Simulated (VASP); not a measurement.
Runs of VASP 6.6.1 on SrTiO3. The structure is that of space group Pm-3m (No. 221), or close to it. The cells are those of the table. 

| task | cell | cutoff (eV) | gap on the mesh (eV) | pressure (GPa) |
| --- | --- | --- | --- | --- |
| single point | a = 4.066, b = 4.066, c = 3.879 Å, 5 atoms | 520 | 2.16 | (a) |
| relaxation of cell and atoms | relaxed to 15 GPa from a = 3.847 Å, 5 atoms | 600 | 2.45 | 15.0 |
| relaxation of cell and atoms | relaxed to 60 GPa from a = 3.676 Å, 5 atoms | 600 | 2.74 | 60.0 |
| relaxation of cell and atoms | relaxed to 30 GPa from a = 3.772 Å, 5 atoms | 600 | (b) | 30.0 |
| single point | a = 4.066, b = 4.066, c = 3.876 Å, 5 atoms | 520 | 2.16 | -3.4 |

Alike in all rows: level PBE+U; potentials or basis VASP PAW PBE potentials, release 64 (Sr_sv, Ti_sv, O); no spin polarisation; Ti d U = 4.0 eV; k mesh 8 × 8 × 8; smearing gaussian 0.02 eV.

Problem. Estimate the missing entries.

Solution. (a) -3.5; (b) 2.57.

Caveats: the cell is relaxed towards a set pressure, so the run minimises the enthalpy, not the energy (at least some runs); the stress differs along the axes, from -7 to 3 GPa (at least some runs).

A k mesh can miss the band edges, and the runs leave out spin-orbit coupling on Sr.
